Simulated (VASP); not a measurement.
# HgTe (F-43m) in VASP: single point with r2SCAN

Aim: the single point of HgTe with r2SCAN.

Everything below comes from runs of VASP 6.6.1. Logs are shortened: lines on timing, memory, paths and dates and some standing lists are left out, and cuts for length are marked.

## Step 1: The cell of the first run

Symmetry: F-43m, No. 216, cubic system. The conventional cell has a = 6.447 Å, b = 6.447 Å, c = 6.447 Å, α = 90.00°, β = 90.00°, γ = 90.00°. Hg (site symmetry -43m) has 4 Te at 2.79 Å within 3.7 Å. Within 3.7 Å of Te (site symmetry -43m) lie 4 Hg at 2.79 Å.

## Step 2: Single point, r2SCAN

POSCAR

```
HgTe
1.0
    0.0000000000      3.2235000000      3.2235000000
    3.2235000000      0.0000000000      3.2235000000
    3.2235000000      3.2235000000      0.0000000000
Hg Te
1 1
Direct
    0.0000000000      0.0000000000      0.0000000000
    0.7500000000      0.7500000000      0.7500000000
```

INCAR.step1

```
SYSTEM = HgTe
  ALGO = Normal
  EDIFF = 1E-4
  ENCUT = 520
  GGA = PE
  ISMEAR = 0
  LASPH = .TRUE.
  LCHARG = .FALSE.
  LREAL = .FALSE.
  LWAVE = .TRUE.
  NBANDS = 16
  NELM = 60
  PREC = Accurate
  SIGMA = 0.1
```

INCAR.step2

```
SYSTEM = HgTe
  ALGO = Normal
  EDIFF = 1E-7
  ENCUT = 520
  ISIF = 2
  ISMEAR = 0
  ISTART = 1
  LASPH = .TRUE.
  LCHARG = .FALSE.
  LMIXTAU = .TRUE.
  LREAL = .FALSE.
  LWAVE = .FALSE.
  METAGGA = R2SCAN
  NBANDS = 16
  NELM = 60
  PREC = Accurate
  SIGMA = 0.1
```

KPOINTS

```
k-points
0
G
  6 6 6
  0 0 0
```

Potentials or basis: VASP PAW PBE potentials, release 64 (Hg, Te).

On the command line:

```
> cat potpaw_PBE.64/Hg/POTCAR potpaw_PBE.64/Te/POTCAR > POTCAR
> cp INCAR.step1 INCAR
> mpirun -np 1 vasp_std > vasp.out
> cp INCAR.step2 INCAR
> mpirun -np 1 vasp_std > vasp.out
```

OUTCAR:

```text
SYSTEM = HgTe
   EDIFF = 1E-7
   ENCUT = 520
   ISIF = 2
   ISMEAR = 0
   ISTART = 1
   LASPH = .TRUE.
   LREAL = .FALSE.
   METAGGA = R2SCAN
   NELM = 60
   PREC = Accurate

 ion  position               nearest neighbor table
   1  0.000  0.000  0.000-   2 2.79   2 2.79   2 2.79   2 2.79
   2  0.750  0.750  0.750-   1 2.79   1 2.79   1 2.79   1 2.79

  LATTYP: Found a face centered cubic cell.
 ALAT       =     6.4470000000

  Lattice vectors:

 A1 = (   0.0000000000,   3.2235000000,   3.2235000000)
 A2 = (   3.2235000000,   0.0000000000,   3.2235000000)
 A3 = (   3.2235000000,   3.2235000000,   0.0000000000)

Analysis of symmetry for initial positions (statically):
=====================================================================
 Subroutine PRICEL returns:
 Original cell was already a primitive cell.

 Routine SETGRP: Setting up the symmetry group for a
 face centered cubic supercell.

 Subroutine GETGRP returns: Found 24 space group operations
 (whereof 24 operations were pure point group operations)
 out of a pool of 48 trial point group operations.

The static configuration has the point symmetry T_d .

Analysis of symmetry for dynamics (positions and initial velocities):
=====================================================================
 Subroutine PRICEL returns:
 Original cell was already a primitive cell.

 Routine SETGRP: Setting up the symmetry group for a
 face centered cubic supercell.

 Subroutine GETGRP returns: Found 24 space group operations
 (whereof 24 operations were pure point group operations)
 out of a pool of 48 trial point group operations.

The dynamic configuration has the point symmetry T_d .

 Subroutine INISYM returns: Found 24 space group operations
 (whereof 24 operations are pure point group operations),
 and found     1 'primitive' translations

----------------------------------------------------------------------------------------

                                     Primitive cell

  volume of cell :      66.9905

  direct lattice vectors                    reciprocal lattice vectors
     0.000000000  3.223500000  3.223500000    -0.155110904  0.155110904  0.155110904
     3.223500000  0.000000000  3.223500000     0.155110904 -0.155110904  0.155110904
     3.223500000  3.223500000  0.000000000     0.155110904  0.155110904 -0.155110904

  length of vectors
[... 72 lines left out ...]
   NELM   =     60;   NELMIN=  2; NELMDL=  0     # of ELM steps
   EDIFF  = 0.1E-06   stopping-criterion for ELM
   LREAL  =      F    real-space projection
   EDIFFG = 0.1E-05   stopping-criterion for IOM
   NSW    =      0    number of steps for IOM
   IBRION =     -1    ionic relax: 0-MD 1-quasi-New 2-CG
   NFREE  =      0    steps in history (QN), initial steepest desc. (CG)
   ISIF   =      2    stress and relaxation
   ISYM   =      2    0-nonsym 1-usesym 2-fastsym
   POTIM  = 0.5000    time-step for ionic-motion
   TEBEG  =    0.0;   TEEND  =   0.0 temperature during run
   PSTRESS=    0.0 pullay stress
   NELECT =      18.0000    total number of electrons
   NUPDOWN=      -1.0000    fix difference up-down
   EMIN   =  10.00;   EMAX   =-10.00  energy-range for DOS
   EFERMI =   0.00;   METHOD = LEGACY
   ISMEAR =     0;   SIGMA  =   0.10  broadening in eV -4-tet -1-fermi 0-gaus
   EFERMI_NEDOS =   21; number of points for ismear=-14 and -15
   IALGO  =     38    algorithm
   IMIX   =      4    mixing-type and parameters
     AMIX     =   0.40;   BMIX     =  1.00
     AMIX_MAG =   1.60;   BMIX_MAG =  1.00
  volume/ion in A,a.u.               =      33.50       226.04
  Fermi-wavevector in a.u.,A,eV,Ry     =   1.056399  1.996305 15.183815  1.115979
  Thomas-Fermi vector in A             =   2.191633
   LORBIT       =      0    0 simple, 1 ext, 2 COOP (PROOUT), +10 PAW based schemes
   METAGGA = R2SCAN    functional components
   LHFCALC =     F    Hartree Fock is set to
   AEXX    =    0.0000 exact exchange contribution
   IVDW    =     0    specifies the selected vdW correction
   LEPSILON=     F    determine dielectric tensor
   LRPA    =     F    only Hartree local field effects (RPA)
 non-spin polarized calculation
 Gauss-broadening in eV      SIGMA  =   0.10
  energy-cutoff  :      520.00
  volume of cell :       66.99
 maximum number of plane-waves:      1821
 NGX is ok and might be reduce to    36
   NGX = 17   NGY = 17   NGZ = 17

 number of electron      18.0000001 magnetization

 Free energy of the ion-electron system (eV)
  ---------------------------------------------------
  ext. energy  EPLUGINS =         0.00000000
  ---------------------------------------------------
  free energy    TOTEN  =       -75.11850717 eV

  energy without entropy =      -75.11779294  energy(sigma->0) =      -75.11815006

 E-fermi :   2.9898     XC(G=0):  -9.3544

 val. band max:        2.9593696351   @ k =   0.0000   0.0000   0.0000
 cond. band min:       3.9126611316   @ k =   0.5000   0.0000   0.0000
 fundamental gap:      0.9532914966
 Fermi energy:         2.9898277158

 k-point     1 :       0.0000    0.0000    0.0000
  band No.  band energies     occupation
      1      -9.5103      2.00000
      2      -4.7361      2.00000
      3      -4.7361      2.00000
      4      -4.7361      2.00000
      5      -4.1521      2.00000
      6      -4.1521      2.00000
[... 281 lines left out ...]
      3      -4.4242      2.00000
      4      -4.2857      2.00000
      5      -4.1339      2.00000
      6      -3.5228      2.00000
[... 8 lines left out ...]
     15      14.4102      0.00000
     16      14.7217      0.00000

------------------------ aborting loop because EDIFF is reached ----------------------------------------

  FORCE on cell =-STRESS in cart. coord.  units (eV):
  Direction    XX          YY          ZZ          XY          YZ          ZX
  --------------------------------------------------------------------------------------
  -------------------------------------------------------------------------------------
  Total        1.1897877      1.1897877      1.1897877     -0.0000000      0.0000000      0.0000000
  in kB       28.4555541     28.4555541     28.4555541     -0.0000000      0.0000000      0.0000000
  external PRESSURE =      28.4555541 kB  Pullay stress =       0.0000000 kB

 VOLUME and BASIS-vectors are now :
 -----------------------------------------------------------------------------
  energy-cutoff  :      520.00
  volume of cell :       66.99
      direct lattice vectors                 reciprocal lattice vectors
     0.000000000  3.223500000  3.223500000    -0.155110904  0.155110904  0.155110904
     3.223500000  0.000000000  3.223500000     0.155110904 -0.155110904  0.155110904
     3.223500000  3.223500000  0.000000000     0.155110904  0.155110904 -0.155110904

 POSITION                                       TOTAL-FORCE (eV/Angst)
 -----------------------------------------------------------------------------------
      0.00000      0.00000      0.00000        -0.000000     -0.000000     -0.000000
      4.83525      4.83525      4.83525         0.000000      0.000000      0.000000
 -----------------------------------------------------------------------------------
    total drift:                               -0.000000     -0.000000      0.000000

  FREE ENERGIE OF THE ION-ELECTRON SYSTEM (eV)
  ---------------------------------------------------
  free  energy   TOTEN  =       -75.1185071702 eV

  energy  without entropy=      -75.1177929410  energy(sigma->0) =      -75.11815006
```

Wall time 66 s (1 thread of AMD EPYC 9R14 (Zen 4), shared host); peak memory 0.19 GiB.

Results:

```yaml
Free_energy: -75.1185 eV
Pressure: 2.8 GPa
Band_gap_on_the_k_mesh: zero (filled and empty bands touch)
```

Caveat: the PAW data sets were made with another functional, which shifts forces and pressure a little; spin-orbit coupling is left out, which moves the levels of the heavy elements.
